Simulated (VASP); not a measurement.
A run of VASP 6.6.1 is set up as follows.

File INCAR:

```
PREC = Accurate ; ENCUT = 520
EDIFF = 1E-7 ; ISMEAR = 0
SIGMA = 0.02 ; LREAL = False
LASPH = True ; NELM = 80
ALGO = Normal ; ISIF = 2
LWAVE = False ; LCHARG = False
GGA = PE ; NBANDS = 46
```

The input KPOINTS:

```
Automatic mesh
0
Gamma
  8 8 4
```

File POSCAR:

```
Zn4SeS3
1.0
    4.0262154464      0.0000000000      0.0000000000
    0.0000000000      4.0262154464      0.0000000000
    0.0000000000      0.0000000000     11.3854465707
Zn Se S
4 1 3
Direct
    0.5000000000      0.0000000000      0.8784901930
    0.0000000000      0.5000000000      0.1215098070
    0.5000000000      0.0000000000      0.3652725287
    0.0000000000      0.5000000000      0.6347274713
    0.0000000000      0.0000000000      0.5000000000
    0.0000000000      0.0000000000      0.0000000000
    0.5000000000      0.5000000000      0.2432945806
    0.5000000000      0.5000000000      0.7567054194
```

Potentials or basis: VASP PAW PBE potentials, release 64 (Zn, Se, S).

The run is started by

```bash
$ cat potpaw_PBE.64/Zn/POTCAR potpaw_PBE.64/Se/POTCAR potpaw_PBE.64/S/POTCAR > POTCAR
$ mpirun -np 1 vasp_std > vasp.out
```

**Question.** What does it give for the largest force?

**Answer.** 0.004 eV/Å.

**Question.** Predict the band gap on the k mesh.

**Answer.** 1.31 eV.

**Question.** Estimate the pressure.

**Answer.** -5.0 GPa.

Forces in eV/Å, atoms in the order of the input:
```
Zn   0.000  0.000 -0.001
Zn   0.000  0.000  0.001
Zn   0.000  0.000  0.001
Zn   0.000  0.000 -0.001
Se   0.000  0.000  0.000
S    0.000  0.000  0.000
S    0.000  0.000 -0.004
S    0.000  0.000  0.004
```

Caveat: the cell stands under tension. A k mesh can miss the band edges.
